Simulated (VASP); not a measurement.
# FeO (Wuestite) in VASP: settings compared

The runs below take FeO (Wuestite) through single point, with PBE, PBEsol.

Program: VASP 6.6.1. These are calculated values, not measurements. Logs are shortened: lines on timing, memory, paths and dates and some standing lists are left out, and cuts for length are marked.

**What was measured.**

“W\"ustite: Electric, thermodynamic and optical properties of FeO”, 2012, arxiv:1203.1201 quotes, for a bulk crystal of FeO: band gap 2.4 eV (optical).

How close the calculation comes is told below.

## 1. The cell of the first run

It takes space group Fm-3m (No. 225, cubic). Conventional cell: a = 4.311 Å, b = 4.311 Å, c = 4.311 Å, α = 90.00°, β = 90.00°, γ = 90.00°. Within 2.9 Å of Fe (site symmetry m-3m) lie 6 O at 2.16 Å. Within 2.9 Å of O (site symmetry m-3m) lie 6 Fe at 2.16 Å.

## 2. Single point, PBE, collinear spin, ferromagnetic start

File INCAR:

```
SYSTEM = FeO
ALGO     = Normal         ! electronic algorithm
EDIFF    = 1E-6           ! SCF threshold, eV
ENCUT    = 600            ! plane-wave cutoff, eV
GGA      = PE             ! functional
GGA_COMPAT= .False.      
ISIF     = 2              ! what is computed and relaxed
ISMEAR   = -1             ! smearing method
ISPIN    = 2              ! spin polarisation
LASPH    = .True.         ! aspherical terms in the spheres
LCHARG   = .False.        ! write CHGCAR
LMAXMIX  = 4              ! l up to which the mixer works
LORBIT   = 11             ! projections on sites
LREAL    = .False.        ! projectors in reciprocal space
LWAVE    = .False.        ! write WAVECAR
MAGMOM   = 3 0            ! initial moments
NBANDS   = 22             ! bands
NELM     = 200            ! most SCF steps
PREC     = Accurate       ! precision mode
SIGMA    = 0.05           ! smearing width, eV
```

File KPOINTS:

```
k-points
0
Gamma
  11 11 11
  0 0 0
```

File POSCAR:

```
FeO
1.0
    0.0000000000      2.1554000000      2.1554000000
    2.1554000000      0.0000000000      2.1554000000
    2.1554000000      2.1554000000      0.0000000000
Fe O
1 1
Direct
    0.0000000000      0.0000000000      0.0000000000
    0.5000000000      0.5000000000      0.5000000000
```

Potentials or basis: VASP PAW PBE potentials, release 64 (Fe_sv, O).

Started as:

```
$ cat potpaw_PBE.64/Fe_sv/POTCAR potpaw_PBE.64/O/POTCAR > POTCAR
$ mpirun -np 1 vasp_std > vasp.out
```

OUTCAR:

```text
SYSTEM = FeO
   EDIFF = 1E-6
   ENCUT = 600
   GGA = PE
   ISIF = 2
   ISMEAR = -1
   ISPIN = 2
   LASPH = .True.
   LORBIT = 11
   LREAL = .False.
   NELM = 200
   PREC = Accurate

 ion  position               nearest neighbor table
   1  0.000  0.000  0.000-   2 2.16   2 2.16   2 2.16   2 2.16   2 2.16   2 2.16
   2  0.500  0.500  0.500-   1 2.16   1 2.16   1 2.16   1 2.16   1 2.16   1 2.16

  LATTYP: Found a face centered cubic cell.
 ALAT       =     4.3108000000

  Lattice vectors:

 A1 = (   0.0000000000,   2.1554000000,   2.1554000000)
 A2 = (   2.1554000000,   0.0000000000,   2.1554000000)
 A3 = (   2.1554000000,   2.1554000000,   0.0000000000)

Analysis of symmetry for initial positions (statically):
=====================================================================
 Subroutine PRICEL returns:
 Original cell was already a primitive cell.

 Routine SETGRP: Setting up the symmetry group for a
 face centered cubic supercell.

 Subroutine GETGRP returns: Found 48 space group operations
 (whereof 48 operations were pure point group operations)
 out of a pool of 48 trial point group operations.

The static configuration has the point symmetry O_h .

Analysis of symmetry for dynamics (positions and initial velocities):
=====================================================================
 Subroutine PRICEL returns:
 Original cell was already a primitive cell.

 Routine SETGRP: Setting up the symmetry group for a
 face centered cubic supercell.

 Subroutine GETGRP returns: Found 48 space group operations
 (whereof 48 operations were pure point group operations)
 out of a pool of 48 trial point group operations.

The dynamic configuration has the point symmetry O_h .

Analysis of structural, dynamic, and magnetic symmetry:
=====================================================================
 Subroutine PRICEL returns:
 Original cell was already a primitive cell.

 Routine SETGRP: Setting up the symmetry group for a
 face centered cubic supercell.

 Subroutine GETGRP returns: Found 48 space group operations
 (whereof 48 operations were pure point group operations)
 out of a pool of 48 trial point group operations.

The overall configuration has the point symmetry O_h .

 Subroutine INISYM returns: Found 48 space group operations
 (whereof 48 operations are pure point group operations),
 and found     1 'primitive' translations

----------------------------------------------------------------------------------------

[... 107 lines left out ...]
   ISMEAR =    -1;   SIGMA  =   0.05  broadening in eV -4-tet -1-fermi 0-gaus
   EFERMI_NEDOS =   21; number of points for ismear=-14 and -15
   IALGO  =     38    algorithm
   IMIX   =      4    mixing-type and parameters
     AMIX     =   0.40;   BMIX     =  1.00
     AMIX_MAG =   1.60;   BMIX_MAG =  1.00
  volume/ion in A,a.u.               =      10.01        67.57
  Fermi-wavevector in a.u.,A,eV,Ry     =   1.689187  3.192101 38.822242  2.853354
  Thomas-Fermi vector in A             =   2.771359
   LORBIT       =     11    0 simple, 1 ext, 2 COOP (PROOUT), +10 PAW based schemes
   GGA     = PE    functional components
   LHFCALC =     F    Hartree Fock is set to
   AEXX    =    0.0000 exact exchange contribution
   IVDW    =     0    specifies the selected vdW correction
   LEPSILON=     F    determine dielectric tensor
   LRPA    =     F    only Hartree local field effects (RPA)
 spin polarized calculation
  energy-cutoff  :      600.00
  volume of cell :       20.03
 maximum number of plane-waves:       678
   NGX = 13   NGY = 13   NGZ = 13

 number of electron      22.0000013 magnetization       4.0007050

 Free energy of the ion-electron system (eV)
  ---------------------------------------------------
  ext. energy  EPLUGINS =         0.00000000
  ---------------------------------------------------
  free energy    TOTEN  =       -15.03912441 eV

  energy without entropy =      -15.02747149  energy(sigma->0) =      -15.03329795

 E-fermi :   9.8161     XC(G=0): -12.5278

 val. band max:        9.8101097884   @ k =  -0.2727   0.3636   0.0909
 cond. band min:       9.8171651100   @ k =  -0.3636   0.2727   0.0909
 fundamental gap:      0.0070553216
 Fermi energy:         9.8161263349

 spin component 1

 k-point     1 :       0.0000    0.0000    0.0000
  band No.  band energies     occupation
      1     -80.1012      1.00000
      2     -46.1234      1.00000
      3     -46.1234      1.00000
      4     -46.1234      1.00000
      5     -10.9728      1.00000
      6       5.9401      1.00000
[... 589 lines left out ...]
     21      36.0926      0.00000
     22      37.8314      0.00000

 [... further k-points ...]

 spin component 2

 k-point     1 :       0.0000    0.0000    0.0000
  band No.  band energies     occupation
      1     -75.9385      1.00000
      2     -42.0541      1.00000
      3     -42.0540      1.00000
      4     -42.0540      1.00000
      5     -10.4484      1.00000
      6       6.4869      1.00000
[... 589 lines left out ...]
     21      36.8656      0.00000
     22      38.6068      0.00000

 [... further k-points ...]
[... 5 lines left out ...]
  --------------------------------------------------------------------------------------
  -------------------------------------------------------------------------------------
  Total       -0.3196609     -0.3196609     -0.3196609     -0.0000000      0.0000000      0.0000000
  in kB      -25.5732835    -25.5732835    -25.5732835     -0.0000000      0.0000000      0.0000000
  external PRESSURE =     -25.5732835 kB  Pullay stress =       0.0000000 kB

 VOLUME and BASIS-vectors are now :
 -----------------------------------------------------------------------------
  energy-cutoff  :      600.00
  volume of cell :       20.03
      direct lattice vectors                 reciprocal lattice vectors
     0.000000000  2.155400000  2.155400000    -0.231975503  0.231975503  0.231975503
     2.155400000  0.000000000  2.155400000     0.231975503 -0.231975503  0.231975503
     2.155400000  2.155400000  0.000000000     0.231975503  0.231975503 -0.231975503

 POSITION                                       TOTAL-FORCE (eV/Angst)
 -----------------------------------------------------------------------------------
      0.00000      0.00000      0.00000        -0.000000      0.000000      0.000000
      2.15540      2.15540      2.15540         0.000000     -0.000000     -0.000000
 -----------------------------------------------------------------------------------
    total drift:                                0.000000     -0.000000     -0.000000

  FREE ENERGIE OF THE ION-ELECTRON SYSTEM (eV)
  ---------------------------------------------------
  free  energy   TOTEN  =       -15.0391244148 eV

  energy  without entropy=      -15.0274714875  energy(sigma->0) =      -15.03329795

 total charge

# of ion       s       p       d       tot
------------------------------------------
    1        2.103   5.996   5.513  13.612
    2        1.552   3.441   0.000   4.993
--------------------------------------------------
tot          3.655   9.437   5.513  18.605

 magnetization (x)

# of ion       s       p       d       tot
------------------------------------------
    1        0.015   0.010   3.450   3.476
    2        0.030   0.266   0.000   0.296
--------------------------------------------------
tot          0.045   0.277   3.450   3.772
```

Run time: 19 s. Hardware: 1 thread of Intel Xeon 6975P-C (Granite Rapids), shared host; peak memory 0.17 GiB.

Results:

| Quantity | Value |
| --- | --- |
| Free energy | -15.0391 eV |
| Pressure | -2.6 GPa |
| Band gap on the k mesh | zero (filled and empty bands overlap) |
| Net moment | 4.00 μB per cell |
| Site moments | Fe +3.48; O +0.30 μB |
| Valence electrons inside the program's atomic spheres | Fe 13.61; O 4.99 |

Caveat: a cell with one magnetic atom can't hold antiferromagnetic order, which such compounds often take; semilocal functionals often make such compounds metallic where correlation or magnetic order opens a gap, which also shifts bond lengths.

## 3. Single point, PBEsol, collinear spin, ferromagnetic start (atoms moved at random)

File INCAR:

```
SYSTEM = FeO
PREC = Accurate
ENCUT = 520
EDIFF = 1E-6
ISMEAR = -1
SIGMA = 0.05
LREAL = .False.
LASPH = .True.
NELM = 150
ALGO = Normal
ISIF = 2
LWAVE = .False.
LCHARG = .True.
ISPIN = 2
MAGMOM = 3 0
LORBIT = 11
LMAXMIX = 4
GGA = PS
LELF = .True.
LVHAR = .True.
NBANDS = 18
```

File KPOINTS:

```
Automatic mesh
0
Gamma
  11 11 11
  0 0 0
```

File POSCAR:

```
FeO
1.0
    0.0000000000      2.1554000000      2.1554000000
    2.1554000000      0.0000000000      2.1554000000
    2.1554000000      2.1554000000      0.0000000000
Fe O
1 1
Direct
    0.0105020000     -0.0002270000      0.0210580000
    0.5140650000      0.5129880000      0.4906050000
```

Potentials or basis: VASP PAW PBE potentials, release 64 (Fe, O).

Started as:

```
$ cat potpaw_PBE.64/Fe/POTCAR potpaw_PBE.64/O/POTCAR > POTCAR
$ mpirun -np 1 vasp_std > vasp.out
```

Run time: 2.4 min. Hardware: 1 thread of Intel Xeon 6975P-C (Granite Rapids), shared host; peak memory 0.45 GiB.

Results (log left out):

* Free energy: -15.8367 eV
* Pressure: -7.8 GPa
* Largest force: 0.193 eV/Å
* Band gap on the k mesh: zero (filled and empty bands overlap)
* Net moment: 4.00 μB per cell
* Site moments: Fe +3.61; O +0.30 μB
* Valence electrons inside the program's atomic spheres: Fe 6.75; O 4.97

Forces in eV/Å, atoms in the order of the input:
```
Fe  -0.091 -0.145  0.088
O    0.091  0.145 -0.088
```

Stress tensor (GPa, compression positive):
```
-7.99 -0.14  0.09
-0.14 -7.45  0.14
 0.09  0.14 -8.01
```

Levels at points of the mesh, in eV from the Fermi level:
Spin up:
```tsv
k point	band 7	band 8	band 9	band 10	band 11	band 12
(0.00, 0.00, 0.00)	-3.48	-3.39	-3.30	-0.02	15.20	16.85
```
Spin down:
```
           k point  band 3  band 4  band 5  band 6  band 7  band 8
(0.00, 0.00, 0.00)   -3.30   -3.29   -0.73   -0.70   -0.66    0.16
```

Caveat: the cell differs from its parent crystal (atoms moved at random); the PAW data sets were made with another functional, which shifts forces and pressure a little; a cell with one magnetic atom can't hold antiferromagnetic order, which such compounds often take; semilocal functionals often make such compounds metallic where correlation or magnetic order opens a gap, which also shifts bond lengths.

(Part 1 of 3 ends here.)
